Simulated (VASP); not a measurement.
Pt:

```
Pt
1.0
    -1.56281    1.56281    1.56281
     1.56281   -1.56281    1.56281
     1.56281    1.56281   -1.56281
Pt
1
Cartesian
  0.0000 0.0000 0.0000
```

Base run:

| Property | Result |
| --- | --- |
| Program | VASP 6.6.1 |
| Functional | PBE |
| Potentials or basis | VASP PAW PBE potentials, release 64 (Pt) |
| Cutoff | 500 eV |
| k mesh | 12 × 12 × 12 |
| Occupations | fermi-dirac, width 0.05 eV |
| Spin | no spin polarisation |

Its results: band gap on the k mesh zero (band 5 reaches 11.90 eV, above the bottom of band 6 at 9.60 eV); pressure 8.8 GPa.

**Question.** After a change of settings the same cell gave: band gap on the k mesh zero (band 5 reaches 11.81 eV, above the bottom of band 6 at 8.17 eV); pressure 1.2 GPa. Which change was it?
A. functional from PBE to r2SCAN; cutoff from 500 eV to 520 eV; further incar settings from ALGO = Normal; EDIFF = 1e-06; NBANDS = 11 to ALGO = Normal; EDIFF = 1e-07; NBANDS = 11
B. functional from PBE to PBE0; cutoff from 500 eV to 520 eV; k mesh from 12 × 12 × 12 to 6 × 6 × 6
C. functional from PBE to PBEsol; cutoff from 500 eV to 520 eV; further incar settings from ALGO = Normal; EDIFF = 1e-06; NBANDS = 11 to ALGO = Fast; EDIFF = 1e-07; NBANDS = 11

**Answer.** B.

Caveats: some runs use coarse meshes; spin-orbit coupling is left out, which moves the levels of the heavy elements; the PAW data sets were made with another functional, which shifts forces and pressure a little (some runs).
